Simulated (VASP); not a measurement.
Rh:

```
Rh
1.0
     0.00000    1.91877    1.91877
     1.91877    0.00000    1.91877
     1.91877    1.91877    0.00000
Rh
1
Direct
  0.00000 0.00000 0.00000
```

This cell differs from its parent crystal: volume scaled by 1.03.

Base run:

- Program: VASP 6.6.1
- Functional: r2SCAN
- Potentials or basis: VASP PAW PBE potentials, release 64 (Rh_sv_GW)
- Cutoff: 580 eV
- k mesh: 18 × 18 × 18
- Occupations: gaussian, width 0.1 eV
- Spin: no spin polarisation

Its results: pressure -9.3 GPa.

Task: The run is repeated on the same cell with these changes: potentials or basis from VASP PAW PBE potentials, release 64 (Rh_sv_GW) to VASP PAW PBE potentials, release 64 (Rh_pv); cutoff from 580 eV to 520 eV; valence electrons from 17 to 15. What comes out?

Result: Pressure -6.7 GPa.

Caveats: the PAW data sets were made with another functional, which shifts forces and pressure a little.
